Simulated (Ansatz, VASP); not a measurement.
# Ge in VASP and in Ansatz

The input INCAR:

```
PREC = Accurate ; ENCUT = 520
EDIFF = 1E-6 ; ISMEAR = 0
SIGMA = 0.15 ; LREAL = F
LASPH = T ; NELM = 100
ALGO = Fast ; ISIF = 2
LWAVE = F ; LCHARG = T
GGA = PS ; LELF = T
LVHAR = T ; NBANDS = 66
```

Contents of KPOINTS:

```
regular mesh
0
Gamma
  8 8 8
```

The input POSCAR:

```
Ge
1.0
   -3.4696630977      3.4696630977      3.4696630977
    3.4696630977     -3.4696630977      3.4696630977
    3.4696630977      3.4696630977     -3.4696630977
Ge
8
Direct
    0.5000000000      0.0000000000      0.7692145861
    0.7958385091      0.5000000000      0.0000000000
    0.0000000000      0.7958385091      0.5000000000
    0.7041614909      0.7041614909      0.7041614909
    0.5000000000      0.0000000000      0.2041614909
    0.2041614909      0.5000000000      0.0000000000
    0.0000000000      0.2041614909      0.5000000000
    0.2958385091      0.2958385091      0.2958385091
```

Input for Ansatz:

```yaml
crystal:
  lattice:
    - [-3.469663098, 3.469663098, 3.469663098]
    - [3.469663098, -3.469663098, 3.469663098]
    - [3.469663098, 3.469663098, -3.469663098]
  atoms:
    - { symbol: Ge, position: [0.5, 0.0, 0.7692145863] }
    - { symbol: Ge, position: [0.7958385093, 0.5, 0.0] }
    - { symbol: Ge, position: [0.0, 0.7958385093, 0.5] }
    - { symbol: Ge, position: [0.7041614907, 0.7041614907, 0.7041614907] }
    - { symbol: Ge, position: [0.5, 0.0, 0.2041614907] }
    - { symbol: Ge, position: [0.2041614907, 0.5, 0.0] }
    - { symbol: Ge, position: [0.0, 0.2041614907, 0.5] }
    - { symbol: Ge, position: [0.2958385093, 0.2958385093, 0.2958385093] }
basis:
  ecutwfc: 420
kpoints:
  mp_grid: { grid: [8, 8, 8] }
hamiltonian:
  xc: pbesol
scf:
  occupations: { method: gaussian, width: 0.15 }
output:
  forces: true
  stress: true
  eigenvalues: true
```

Alike in both runs: task single point; functional PBEsol; k mesh 8 × 8 × 8; occupations gaussian, width 0.15 eV; no spin polarisation.

|  | VASP | Ansatz |
| --- | --- | --- |
| version | VASP 6.6.1 | Ansatz 0.2.0 |
| potentials or method | VASP PAW PBE potentials, release 64 (Ge_d), cutoff 520 eV | scalar-relativistic, plane waves, PAW |
| valence electrons in the cell | 112 | 112 |

|  | VASP | Ansatz | Ansatz less VASP |
| --- | --- | --- | --- |
| gap on the k mesh at the Fermi level (eV) | none | none | - |
| pressure (GPa) | -0.4 | -0.3 | +0.10 |
| traceless stress, the component that is largest in VASP (GPa) | -0.73 | -0.73 | -0.004 |
| rms of the force components (eV/Å) | 0.191 | 0.190 | -0.0003 |

VASP's potentials were made for PBE, not for PBEsol. Atom by atom the forces differ by 0.001 eV/Å (rms over components). A gap of «none» marks a metal or a gap that the smearing closes.
